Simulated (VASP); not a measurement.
# CuI (P6_3/mmc) in VASP: notebook, part 2 of 2

VASP 6.6.1. Earlier steps stand in the parts before.

## (3) Single point, r2SCAN (30.97 Å³/atom)

This run uses another cell than the first one, of 30.97 Å³/atom.

Contents of POSCAR:

```
CuI
1.0
    4.4188624711      0.0000000000      0.0000000000
   -2.2094312356      3.8268471558      0.0000000000
    0.0000000000      0.0000000000      7.3256183027
Cu I
2 2
Direct
    0.3333333333      0.6666666667      0.2500000000
    0.6666666667      0.3333333333      0.7500000000
    0.6666666667      0.3333333333      0.2500000000
    0.3333333333      0.6666666667      0.7500000000
```

Contents of INCAR.step1:

```
SYSTEM = CuI
PREC     = Accurate       ! precision mode
ENCUT    = 520            ! plane-wave cutoff, eV
ISMEAR   = 0              ! smearing method
SIGMA    = 0.01           ! smearing width, eV
LREAL    = .FALSE.        ! projectors in reciprocal space
LASPH    = .TRUE.         ! aspherical terms in the spheres
NELM     = 100            ! most SCF steps
NBANDS   = 26             ! bands
GGA      = PE             ! functional
ALGO     = Normal         ! electronic algorithm
EDIFF    = 1E-4           ! SCF threshold, eV
LWAVE    = .TRUE.         ! write WAVECAR
LCHARG   = .FALSE.        ! write CHGCAR
```

Contents of INCAR.step2:

```
SYSTEM = CuI
PREC     = Accurate       ! precision mode
ENCUT    = 520            ! plane-wave cutoff, eV
EDIFF    = 1E-6           ! SCF threshold, eV
ISMEAR   = 0              ! smearing method
SIGMA    = 0.01           ! smearing width, eV
LREAL    = .FALSE.        ! projectors in reciprocal space
LASPH    = .TRUE.         ! aspherical terms in the spheres
NELM     = 100            ! most SCF steps
ALGO     = Normal         ! electronic algorithm
ISIF     = 2              ! what is computed and relaxed
LWAVE    = .FALSE.        ! write WAVECAR
LCHARG   = .FALSE.        ! write CHGCAR
METAGGA  = R2SCAN         ! meta-GGA
LMIXTAU  = .TRUE.       
NBANDS   = 26             ! bands
ISTART   = 1
```

Contents of KPOINTS:

```
regular mesh
0
G
  6 6 4
  0 0 0
```

Potentials or basis: VASP PAW PBE potentials, release 64 (Cu, I).

Started as:

```console
> cat potpaw_PBE.64/Cu/POTCAR potpaw_PBE.64/I/POTCAR > POTCAR
> cp INCAR.step1 INCAR
> mpirun -np 1 vasp_std > vasp.out
> cp INCAR.step2 INCAR
> mpirun -np 1 vasp_std > vasp.out
```

It took 3.6 min on 1 thread of Intel Xeon 8259CL, shared host; peak memory 0.31 GiB.

It converged, with:

```yaml
Free_energy: -71.2202 eV
Pressure: -1.1 GPa
Band_gap_on_the_k_mesh: 1.58 eV
```

Stress tensor (GPa, compression positive):
```
-1.46  0.00  0.00
 0.00 -1.46  0.00
 0.00  0.00 -0.34
```

Levels at points of the mesh, in eV from the valence-band top:
| k point | band 15 | band 16 | band 17 | band 18 | band 19 | band 20 | band 21 | band 22 |
| --- | --- | --- | --- | --- | --- | --- | --- | --- |
| (0.00, 0.00, 0.00) | -0.22 | -0.22 | 0.00 | 0.00 | 1.58 | 1.64 | 5.20 | 5.20 |
| (0.50, 0.00, 0.00) | -1.42 | -1.27 | -1.23 | -0.94 | 2.63 | 3.37 | 4.09 | 5.80 |
| (0.00, 0.00, 0.50) | -0.11 | -0.11 | -0.11 | -0.11 | 2.05 | 2.05 | 5.43 | 5.43 |
| (0.50, 0.00, 0.50) | -1.34 | -1.34 | -0.85 | -0.85 | 3.06 | 3.06 | 3.76 | 3.76 |

Caveat: the PAW data sets were made with another functional, which shifts forces and pressure a little; spin-orbit coupling is left out, which moves the levels of the heavy elements. A k mesh can miss the band edges.

## (4) Single point, r2SCAN (31.87 Å³/atom)

This run uses another cell than the first one, of 31.87 Å³/atom.

Contents of POSCAR:

```
CuI
1.0
    4.4613541400      0.0000000000      0.0000000000
   -2.2306770700      3.8636460205      0.0000000000
    0.0000000000      0.0000000000      7.3960612615
Cu I
2 2
Direct
    0.3333333333      0.6666666667      0.2500000000
    0.6666666667      0.3333333333      0.7500000000
    0.6666666667      0.3333333333      0.2500000000
    0.3333333333      0.6666666667      0.7500000000
```

Contents of INCAR.step1:

```
SYSTEM = CuI
PREC = Accurate ; ENCUT = 520
ISMEAR = 0 ; SIGMA = 0.01
LREAL = .FALSE. ; LASPH = .TRUE.
NELM = 80 ; NBANDS = 26
GGA = PE ; ALGO = Normal
EDIFF = 1E-4 ; LWAVE = .TRUE.
LCHARG = .FALSE.
```

Contents of INCAR.step2:

```
SYSTEM = CuI
PREC = Accurate ; ENCUT = 520
EDIFF = 1E-6 ; ISMEAR = 0
SIGMA = 0.01 ; LREAL = .FALSE.
LASPH = .TRUE. ; NELM = 80
ALGO = Normal ; ISIF = 2
LWAVE = .FALSE. ; LCHARG = .FALSE.
METAGGA = R2SCAN ; LMIXTAU = .TRUE.
NBANDS = 26 ; ISTART = 1
```

KPOINTS is that of step 3.

Potentials or basis: VASP PAW PBE potentials, release 64 (Cu, I).

Started as:

```console
> cat potpaw_PBE.64/Cu/POTCAR potpaw_PBE.64/I/POTCAR > POTCAR
> cp INCAR.step1 INCAR
> mpirun -np 1 vasp_std > vasp.out
> cp INCAR.step2 INCAR
> mpirun -np 1 vasp_std > vasp.out
```

OUTCAR:

```text
SYSTEM = CuI
   PREC = Accurate
   ENCUT = 520
   EDIFF = 1E-6
   ISMEAR = 0
   LREAL = .FALSE.
   LASPH = .TRUE.
   NELM = 80
   ISIF = 2
   METAGGA = R2SCAN
   ISTART = 1

 ion  position               nearest neighbor table
   1  0.333  0.667  0.250-   3 2.58   3 2.58   3 2.58
   2  0.667  0.333  0.750-   4 2.58   4 2.58   4 2.58
   3  0.667  0.333  0.250-   1 2.58   1 2.58   1 2.58
   4  0.333  0.667  0.750-   2 2.58   2 2.58   2 2.58

  LATTYP: Found a hexagonal cell.
 ALAT       =     4.4613541400
[... 804 lines left out ...]
  Direction    XX          YY          ZZ          XY          YZ          ZX
  --------------------------------------------------------------------------------------
  -------------------------------------------------------------------------------------
  Total       -2.0905888     -2.0905888     -0.4325089      0.0000000      0.0000000      0.0000000
  in kB      -26.2733034    -26.2733034     -5.4355206      0.0000000      0.0000000      0.0000000
  external PRESSURE =     -19.3273758 kB  Pullay stress =       0.0000000 kB

 VOLUME and BASIS-vectors are now :
 -----------------------------------------------------------------------------
  energy-cutoff  :      520.00
  volume of cell :      127.49
      direct lattice vectors                 reciprocal lattice vectors
     4.461354140  0.000000000  0.000000000     0.224147191  0.129411441  0.000000000
    -2.230677070  3.863646021  0.000000000     0.000000000  0.258822883  0.000000000
     0.000000000  0.000000000  7.396061261     0.000000000  0.000000000  0.135207101

 POSITION                                       TOTAL-FORCE (eV/Angst)
 -----------------------------------------------------------------------------------
     -0.00000      2.57576      1.84902        -0.000000     -0.000000      0.000000
      2.23068      1.28788      5.54705         0.000000      0.000000      0.000000
      2.23068      1.28788      1.84902        -0.000000      0.000000     -0.000000
     -0.00000      2.57576      5.54705        -0.000000      0.000000     -0.000000
 -----------------------------------------------------------------------------------
    total drift:                                0.000000      0.000000      0.000000

  FREE ENERGIE OF THE ION-ELECTRON SYSTEM (eV)
  ---------------------------------------------------
  free  energy   TOTEN  =       -71.1861237627 eV

  energy  without entropy=      -71.1861237627  energy(sigma->0) =      -71.18612376
```

Run time: 3.6 min. Hardware: 1 thread of Intel Xeon 8259CL, shared host; peak memory 0.31 GiB.

Results:

* Free energy: -71.1861 eV
* Pressure: -1.9 GPa
* Band gap on the k mesh: 1.50 eV

Stress tensor (GPa, compression positive):
```
-2.63  0.00  0.00
 0.00 -2.63  0.00
 0.00  0.00 -0.54
```

Caveat: the PAW data sets were made with another functional, which shifts forces and pressure a little; spin-orbit coupling is left out, which moves the levels of the heavy elements. A k mesh can miss the band edges.

## (5) Overview

| cell | gap on the mesh (eV) | pressure (GPa) |
| --- | --- | --- |
| a = 4.376, b = 4.376, c = 7.254 Å, angles 90.0, 90.0, 120.0°, 4 atoms | 1.66 | -0.1 |
| a = 4.419, b = 4.419, c = 7.326 Å, angles 90.0, 90.0, 120.0°, 4 atoms | 1.58 | -1.1 |
| a = 4.461, b = 4.461, c = 7.396 Å, angles 90.0, 90.0, 120.0°, 4 atoms | 1.50 | -1.9 |

Alike in all rows: task single point; level r2SCAN; potentials or basis VASP PAW PBE potentials, release 64 (Cu, I); no spin polarisation; k mesh 6 × 6 × 4; cutoff (eV) 520; smearing gaussian 0.01 eV.

Caveats: the PAW data sets were made with another functional, which shifts forces and pressure a little; spin-orbit coupling is left out, which moves the levels of the heavy elements.

Total energies depend on the potentials used, so only differences within one code and one set of settings carry meaning.
